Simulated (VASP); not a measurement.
# MgO (P1) in VASP: further runs

MgO is run at these levels: PBE; tasks: single point.

Everything below comes from runs of VASP 6.6.1. Logs are shortened: lines on timing, memory, paths and dates and some standing lists are left out, and cuts for length are marked.

## 1. The cell of the first run

The typed cell holds 8 atoms: a = 4.045 Å, b = 4.049 Å, c = 4.476 Å, α = 89.22°, β = 91.39°, γ = 89.43°.

## 2. Single point, PBE (atoms moved at random and the cell strained at random)

Input file INCAR:

```
  PREC = Accurate
  ENCUT = 520
  EDIFF = 1E-7
  ISMEAR = 0
  SIGMA = 0.05
  LREAL = False
  LASPH = True
  NELM = 100
  ALGO = Normal
  ISIF = 2
  LWAVE = False
  LCHARG = False
  GGA = PE
  NBANDS = 26
```

Input file KPOINTS:

```
Automatic mesh
0
Gamma
  6 6 6
```

Input file POSCAR:

```
MgO
1.0
    4.0445356220     -0.0203413844      0.0515119352
    0.0203413844     -4.0486691921     -0.0290653727
   -0.0515119352     -0.0290653727     -4.4752378774
Mg O
4 4
Direct
   -0.0557584098      0.0454145806      0.0055105654
    0.5561391131      0.4625074122     -0.0569392528
    0.5101012682     -0.0029108587      0.5715001770
    0.0025711788      0.4951507141      0.3969959936
    0.5607950639      0.0537567432     -0.1131727832
   -0.0400169475      0.4712423812      0.1154006973
    0.0327253237      0.0254213429      0.5342620998
    0.4334434096      0.4494176846      0.5464425029
```

Potentials or basis: VASP PAW PBE potentials, release 64 (Mg, O).

The run is started by

```console
$ cat potpaw_PBE.64/Mg/POTCAR potpaw_PBE.64/O/POTCAR > POTCAR
$ mpirun -np 1 vasp_std > vasp.out
```

OUTCAR:

```text
PREC = Accurate
   ENCUT = 520
   EDIFF = 1E-7
   ISMEAR = 0
   LREAL = False
   LASPH = True
   NELM = 100
   ISIF = 2
   GGA = PE

 ion  position               nearest neighbor table
   1  0.944  0.045  0.006-   5 1.63   6 1.80   7 2.15   2 2.30   6 2.37   7 2.38   4 2.55   5 2.56
                             3 2.60   4 2.82   2 2.86   2 3.03   3 3.04   3 3.12   4 3.27   3 3.38
   2  0.556  0.463  0.943-   5 1.68   6 1.79   8 1.83   1 2.30   5 2.40   3 2.54   6 2.55   4 2.69
                             3 2.71   8 2.76   1 2.86   1 3.03   4 3.06   4 3.08   4 3.27   3 3.37
   3  0.510  0.997  0.572-   5 1.44   8 1.86   7 1.94   7 2.13   8 2.25   2 2.54   1 2.60   2 2.71
                             4 2.95   4 2.96   4 2.96   4 3.00   1 3.04   1 3.12   2 3.37   1 3.38
   4  0.003  0.495  0.397-   6 1.27   8 1.86   7 1.99   7 2.24   8 2.42   1 2.55   2 2.69   1 2.82
                             3 2.95   3 2.96   3 2.96   3 3.00   2 3.06   2 3.08   1 3.27   2 3.27
   5  0.561  0.054  0.887-   3 1.44   1 1.63   2 1.68   2 2.40   1 2.56
   6  0.960  0.471  0.115-   4 1.27   2 1.79   1 1.80   1 2.37   2 2.55
   7  0.033  0.025  0.534-   3 1.94   4 1.99   3 2.13   1 2.15   4 2.24   1 2.38
   8  0.433  0.449  0.546-   2 1.83   3 1.86   4 1.86   3 2.25   4 2.42   2 2.76

 -----------------------------------------------------------------------------
|                                                                             |
|           W    W    AA    RRRRR   N    N  II  N    N   GGGG   !!!           |
|           W    W   A  A   R    R  NN   N  II  NN   N  G    G  !!!           |
|           W    W  A    A  R    R  N N  N  II  N N  N  G       !!!           |
|           W WW W  AAAAAA  RRRRR   N  N N  II  N  N N  G  GGG   !            |
|           WW  WW  A    A  R   R   N   NN  II  N   NN  G    G                |
|           W    W  A    A  R    R  N    N  II  N    N   GGGG   !!!           |
|                                                                             |
|     The distance between some ions is very small. Please check the          |
|     nearest-neighbor list in the OUTCAR file.                               |
|     I HOPE YOU KNOW WHAT YOU ARE DOING!                                     |
|                                                                             |
 -----------------------------------------------------------------------------

  LATTYP: Found a triclinic cell.
 ALAT       =     5.6945638016
 B/A-ratio  =     0.7109982011
 C/A-ratio  =     1.0720480593
 COS(alpha) =     0.0033811308
 COS(beta)  =     0.4856453773
 COS(gamma) =     0.7039229181

  Lattice vectors:

 A1 = (   4.0241942376,   4.0283278077,   0.0805773079)
 A2 = (  -0.0203413844,   4.0486691921,   0.0290653727)
 A3 = (   4.0960475572,   0.0087239883,   4.5267498126)

Analysis of symmetry for initial positions (statically):
=====================================================================
 Subroutine PRICEL returns:
 Original cell was already a primitive cell.

 Routine SETGRP: Setting up the symmetry group for a
 triclinic supercell.

 Subroutine GETGRP returns: Found  1 space group operations
 (whereof  1 operations were pure point group operations)
 out of a pool of  2 trial point group operations.

The static configuration has the point symmetry C_1 .

Analysis of symmetry for dynamics (positions and initial velocities):
=====================================================================
 Subroutine PRICEL returns:
 Original cell was already a primitive cell.

 Routine SETGRP: Setting up the symmetry group for a
 triclinic supercell.

 Subroutine GETGRP returns: Found  1 space group operations
 (whereof  1 operations were pure point group operations)
 out of a pool of  2 trial point group operations.

The dynamic configuration has the point symmetry C_1 .

 Subroutine INISYM returns: Found  1 space group operations
 (whereof  1 operations are pure point group operations),
 and found     1 'primitive' translations

----------------------------------------------------------------------------------------

                                     Primitive cell

  volume of cell :      73.2659

  direct lattice vectors                    reciprocal lattice vectors
     4.044535622 -0.020341384  0.051511935     0.247289882  0.001262931 -0.002854617
     0.020341384 -4.048669192 -0.029065373    -0.001262931 -0.247012708  0.001618813
    -0.051511935 -0.029065373 -4.475237877     0.002854617  0.001618813 -0.223495181

  length of vectors
     4.044914789  4.048824619  4.475628708     0.247309582  0.247021241  0.223519273

  position of ions in fractional coordinates (direct lattice)
     0.944241590  0.045414581  0.005510565
     0.556139113  0.462507412  0.943060747
     0.510101268  0.997089141  0.571500177
     0.002571179  0.495150714  0.396995994
     0.560795064  0.053756743  0.886827217
     0.959983053  0.471242381  0.115400697
     0.032725324  0.025421343  0.534262100
     0.433443410  0.449417685  0.546442503

  ion indices of the primitive-cell ions
   primitive index   ion index
                 1           1
                 2           2
                 3           3
                 4           4
                 5           5
                 6           6
                 7           7
                 8           8

----------------------------------------------------------------------------------------

 KPOINTS: Automatic mesh

Automatic generation of k-mesh.
 Grid dimensions read from file:
 generate k-points for:    6    6    6

 Generating k-lattice:

  Cartesian coordinates                     Fractional coordinates (reciprocal lattice)
     0.041214980  0.000210488 -0.000475769     0.166666667 -0.000000000 -0.000000000
    -0.000210488 -0.041168785  0.000269802     0.000000000  0.166666667  0.000000000
     0.000475769  0.000269802 -0.037249197     0.000000000  0.000000000  0.166666667

  Length of vectors
     0.041218264  0.041170207  0.037253212

  Shift w.r.t. Gamma in fractional coordinates (k-lattice)
     0.000000000  0.000000000  0.000000000

 Subroutine IBZKPT returns following result:
 ===========================================

 Found    112 irreducible k-points:

 Following reciprocal coordinates:
            Coordinates               Weight
  0.000000  0.000000  0.000000      1.000000
  0.166667 -0.000000  0.000000      2.000000
  0.333333  0.000000 -0.000000      2.000000
  0.500000 -0.000000 -0.000000      1.000000
 -0.000000  0.166667  0.000000      2.000000
  0.166667  0.166667  0.000000      2.000000
[... 16 lines left out ...]
  0.333333  0.000000  0.166667      2.000000
  0.500000  0.000000  0.166667      2.000000
 [... further k-points ...]
   k-points           NKPTS =    112   k-points in BZ     NKDIM =    112   number of bands    NBANDS=     26
   number of dos      NEDOS =    301   number of ions     NIONS =      8
   total plane-waves  NPLWV =  32400
   dimension x,y,z NGX =    30 NGY =   30 NGZ =   36
   dimension x,y,z NGXF=    60 NGYF=   60 NGZF=   72
   ions per type =               4   4
   NGX,Y,Z   is equivalent  to a cutoff of  12.33, 12.32, 13.37 a.u.
   NGXF,Y,Z  is equivalent  to a cutoff of  24.66, 24.64, 26.74 a.u.
 SYSTEM =  unknown system
   PREC   = accura    normal or accurate (medium, high low for compatibility)
   ISTART =      0    job   : 0-new  1-cont  2-samecut
   ICHARG =      2    charge: 1-file 2-atom 10-const
   ISPIN  =      1    spin polarized calculation?
   LNONCOLLINEAR =      F non collinear calculations
   LSORBIT =      F    spin-orbit coupling
   LASPH  =      T    aspherical Exc in radial PAW
   ENCUT  =  520.0 eV  38.22 Ry    6.18 a.u.   7.52  7.53  8.32*2*pi/ulx,y,z
   NELM   =    100;   NELMIN=  2; NELMDL= -5     # of ELM steps
   EDIFF  = 0.1E-06   stopping-criterion for ELM
   LREAL  =      F    real-space projection
   EDIFFG = 0.1E-05   stopping-criterion for IOM
   NSW    =      0    number of steps for IOM
   IBRION =     -1    ionic relax: 0-MD 1-quasi-New 2-CG
   NFREE  =      0    steps in history (QN), initial steepest desc. (CG)
   ISIF   =      2    stress and relaxation
   ISYM   =      2    0-nonsym 1-usesym 2-fastsym
   POTIM  = 0.5000    time-step for ionic-motion
   TEBEG  =    0.0;   TEEND  =   0.0 temperature during run
   PSTRESS=    0.0 pullay stress
   NELECT =      32.0000    total number of electrons
   NUPDOWN=      -1.0000    fix difference up-down
   EMIN   =  10.00;   EMAX   =-10.00  energy-range for DOS
   EFERMI =   0.00;   METHOD = LEGACY
   ISMEAR =     0;   SIGMA  =   0.05  broadening in eV -4-tet -1-fermi 0-gaus
   EFERMI_NEDOS =   21; number of points for ismear=-14 and -15
   IALGO  =     38    algorithm
   IMIX   =      4    mixing-type and parameters
     AMIX     =   0.40;   BMIX     =  1.00
     AMIX_MAG =   1.60;   BMIX_MAG =  1.00
  volume/ion in A,a.u.               =       9.16        61.80
  Fermi-wavevector in a.u.,A,eV,Ry     =   1.242103  2.347234 20.991333  1.542819
  Thomas-Fermi vector in A             =   2.376472
   LORBIT       =      0    0 simple, 1 ext, 2 COOP (PROOUT), +10 PAW based schemes
   GGA     = PE    functional components
   LHFCALC =     F    Hartree Fock is set to
   AEXX    =    0.0000 exact exchange contribution
   IVDW    =     0    specifies the selected vdW correction
   LEPSILON=     F    determine dielectric tensor
   LRPA    =     F    only Hartree local field effects (RPA)
 non-spin polarized calculation
 Gauss-broadening in eV      SIGMA  =   0.05
  energy-cutoff  :      520.00
  volume of cell :       73.27
 maximum number of plane-waves:      1991
   NGX = 15   NGY = 15   NGZ = 17

 number of electron      32.0000000 magnetization

 Free energy of the ion-electron system (eV)
  ---------------------------------------------------
  ext. energy  EPLUGINS =         0.00000000
  ---------------------------------------------------
  free energy    TOTEN  =       -28.46660761 eV

  energy without entropy =      -28.46660761  energy(sigma->0) =      -28.46660761

 E-fermi :   4.1561     XC(G=0): -10.8958

 val. band max:        3.8353759797   @ k =   0.3333  -0.3333   0.3333
 cond. band min:       7.0532280443   @ k =   0.0000   0.0000   0.0000
 fundamental gap:      3.2178520646
 Fermi energy:         4.1561329937

 k-point     1 :       0.0000    0.0000    0.0000
  band No.  band energies     occupation
      1     -14.5541      2.00000
      2     -13.2471      2.00000
      3     -12.4992      2.00000
      4     -11.7744      2.00000
      5      -1.1352      2.00000
      6      -0.8326      2.00000
[... 18 lines left out ...]
     25      16.5461      0.00000
     26      17.5569      0.00000

 k-point     2 :       0.1667   -0.0000    0.0000
  band No.  band energies     occupation
      1     -14.4667      2.00000
      2     -13.2947      2.00000
      3     -12.4960      2.00000
      4     -11.8011      2.00000
      5      -1.0575      2.00000
      6      -0.8930      2.00000
[... 18 lines left out ...]
     25      16.5089      0.00000
     26      17.7859      0.00000

 k-point     3 :       0.3333    0.0000   -0.0000
  band No.  band energies     occupation
      1     -14.2439      2.00000
      2     -13.4441      2.00000
      3     -12.4908      2.00000
      4     -11.8476      2.00000
      5      -0.9534      2.00000
      6      -0.7411      2.00000
[... 572 lines left out ...]
 k-point    23 :       0.3333    0.0000    0.1667
  band No.  band energies     occupation
      1     -14.1641      2.00000
      2     -13.5222      2.00000
      3     -12.4766      2.00000
      4     -11.8522      2.00000
      5      -1.1798      2.00000
      6      -0.6686      2.00000
[... 18 lines left out ...]
     25      17.1257      0.00000
     26      17.5849      0.00000

 k-point    24 :       0.5000    0.0000    0.1667
  band No.  band energies     occupation
      1     -14.0579      2.00000
      2     -13.5458      2.00000
      3     -12.5182      2.00000
      4     -11.8761      2.00000
      5      -1.0713      2.00000
      6      -0.5517      2.00000
[... 18 lines left out ...]
     25      16.7452      0.00000
     26      17.9048      0.00000

 [... further k-points ...]

------------------------ aborting loop because EDIFF is reached ----------------------------------------

  FORCE on cell =-STRESS in cart. coord.  units (eV):
  Direction    XX          YY          ZZ          XY          YZ          ZX
  --------------------------------------------------------------------------------------
  -------------------------------------------------------------------------------------
  Total       25.6990415     24.5092140     95.6402503      0.6662853      8.5655919    -19.9560505
  in kB      561.9862474    535.9671171   2091.4595307     14.5703174    187.3122337   -436.3986076
  external PRESSURE =    1063.1376317 kB  Pullay stress =       0.0000000 kB

 VOLUME and BASIS-vectors are now :
 -----------------------------------------------------------------------------
  energy-cutoff  :      520.00
  volume of cell :       73.27
      direct lattice vectors                 reciprocal lattice vectors
     4.044535622 -0.020341384  0.051511935     0.247289882  0.001262931 -0.002854617
     0.020341384 -4.048669192 -0.029065373    -0.001262931 -0.247012708  0.001618813
    -0.051511935 -0.029065373 -4.475237877     0.002854617  0.001618813 -0.223495181

 POSITION                                       TOTAL-FORCE (eV/Angst)
 -----------------------------------------------------------------------------------
      3.81966     -0.20324      0.02266         8.852024      3.743543     -1.192849
      2.21015     -1.91126     -4.20522        -3.823102     -6.257991     -1.392184
      2.05397     -4.06387     -2.56030        -2.642909      4.555551     19.749794
      0.00002     -2.01629     -1.79091         5.007525     -4.401452    -46.208967
      2.22357     -0.25483     -3.94144        -4.558479      4.285767    -19.908163
      3.88633     -1.93079     -0.48069        -3.205981      0.364825     44.590543
      0.10535     -0.11912     -2.39000        -2.537658      2.442752      1.395801
      1.73407     -1.84424     -2.43620         2.908579     -4.732994      2.966025
 -----------------------------------------------------------------------------------
    total drift:                               -0.001037     -0.001305     -0.001513

  FREE ENERGIE OF THE ION-ELECTRON SYSTEM (eV)
  ---------------------------------------------------
  free  energy   TOTEN  =       -28.4666076061 eV

  energy  without entropy=      -28.4666076061  energy(sigma->0) =      -28.46660761
```

It took 2.8 min on 1 thread of Intel Xeon Platinum 8259CL at 2.50GHz (Skylake/Cascade Lake), shared host; peak memory 0.29 GiB.

What came out:

```
Free energy            : -28.4666 eV
Pressure               : 106.3 GPa
Largest force          : 46.687 eV/Å
Band gap on the k mesh : 3.22 eV (least direct gap 3.24 eV)
```

Forces in eV/Å, atoms in the order of the input:
```
Mg    8.852   3.744  -1.193
Mg   -3.823  -6.258  -1.392
Mg   -2.643   4.556  19.750
Mg    5.008  -4.401 -46.209
O    -4.558   4.286 -19.908
O    -3.206   0.365  44.591
O    -2.538   2.443   1.396
O     2.909  -4.733   2.966
```

Caveat: the cell differs from its parent crystal (atoms moved at random and the cell strained at random); atoms lie so close that the PAW spheres overlap strongly, which falsifies energies and pressures; the stress differs along the axes, from 54 to 209 GPa; forces of over 1 eV/Å act on the atoms, so gaps and moduli don't describe the material at rest. A k mesh can miss the band edges.

[end of part 1 of 2]
